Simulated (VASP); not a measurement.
MnSi, 8 atoms in the cell. The structure is cubic, space group P2_13 (No. 198). Conventional cell: a = 4.558 Å, b = 4.558 Å, c = 4.558 Å, α = 90.00°, β = 90.00°, γ = 90.00°. Within 3.1 Å of Mn (site symmetry 3) lie 7 Si at 2.31 to 2.54 Å and 6 Mn at 2.80 Å. Si (site symmetry 3) has 7 Mn at 2.31 to 2.54 Å and 6 Si at 2.82 Å within 3.1 Å. 

* Program: VASP 6.6.1
* Task: single point
* Functional: PBE
* Potentials or basis: VASP PAW PBE potentials, release 64 (Mn_pv, Si)
* Cutoff: 520 eV
* k mesh: 5 × 5 × 5
* Occupations: gaussian, width 0.05 eV
* Spin: collinear spin, ferromagnetic start
* Starting moments: [3.0, 3.0, 3.0, 3.0, 0.0, 0.0, 0.0, 0.0] μB
* Fixed moment: 12 μB
* Hubbard terms: Mn d U = 3.9 eV
* Dipole correction: no
* Further INCAR settings: ALGO = Normal; EDIFF = 1e-06; NBANDS = 48

Potentials or basis: VASP PAW PBE potentials, release 64 (Mn_pv, Si).

Run with:

```console
$ cat potpaw_PBE.64/Mn_pv/POTCAR potpaw_PBE.64/Si/POTCAR > POTCAR
$ mpirun -np 1 vasp_std > vasp.out
```

Hardware: 1 thread of Intel(R) Xeon(R) 6975P-C (Granite Rapids), on a shared host.

How long does it take, and how much memory?

Run time: 44 s on 1 thread of Intel(R) Xeon(R) 6975P-C (Granite Rapids) (shared host), peak memory 0.27 GiB. Counts: scf iterations 16, k points 11.
